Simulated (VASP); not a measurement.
A run of VASP 6.6.1 is set up as follows.

Contents of INCAR:

```
SYSTEM = ZnS
PREC     = Accurate       ! precision mode
ENCUT    = 520            ! plane-wave cutoff, eV
EDIFF    = 1E-6           ! SCF threshold, eV
ISMEAR   = 0              ! smearing method
SIGMA    = 0.05           ! smearing width, eV
LREAL    = .FALSE.        ! projectors in reciprocal space
LASPH    = .TRUE.         ! aspherical terms in the spheres
NELM     = 80             ! most SCF steps
ALGO     = Normal         ! electronic algorithm
ISIF     = 2              ! what is computed and relaxed
LWAVE    = .FALSE.        ! write WAVECAR
LCHARG   = .FALSE.        ! write CHGCAR
GGA      = PS             ! functional
NBANDS   = 26             ! bands
```

File KPOINTS:

```
Automatic mesh
0
G
  9 9 6
  0 0 0
```

The input POSCAR:

```
ZnS
1.0
    3.9093970692      0.0000000000      0.0000000000
   -1.9546985346      3.3856371754      0.0000000000
    0.0000000000      0.0000000000      6.0411912911
Zn S
2 2
Direct
    0.3333333333      0.6666666667      0.0054424479
    0.6666666667      0.3333333333      0.5054424479
    0.3333333333      0.6666666667      0.3795575521
    0.6666666667      0.3333333333      0.8795575521
```

Potentials or basis: VASP PAW PBE potentials, release 64 (Zn, S).

The run is started by

```sh
$ cat potpaw_PBE.64/Zn/POTCAR potpaw_PBE.64/S/POTCAR > POTCAR
$ mpirun -np 1 vasp_std > vasp.out
```

(1) What does it give for the pressure?

(2) Predict the band gap on the k mesh.

(3) Estimate the largest force.

Answers

(1) -2.1 GPa.

(2) 2.00 eV.

(3) 0.447 eV/Å.

Caveat: the PAW data sets were made with another functional, which shifts forces and pressure a little.
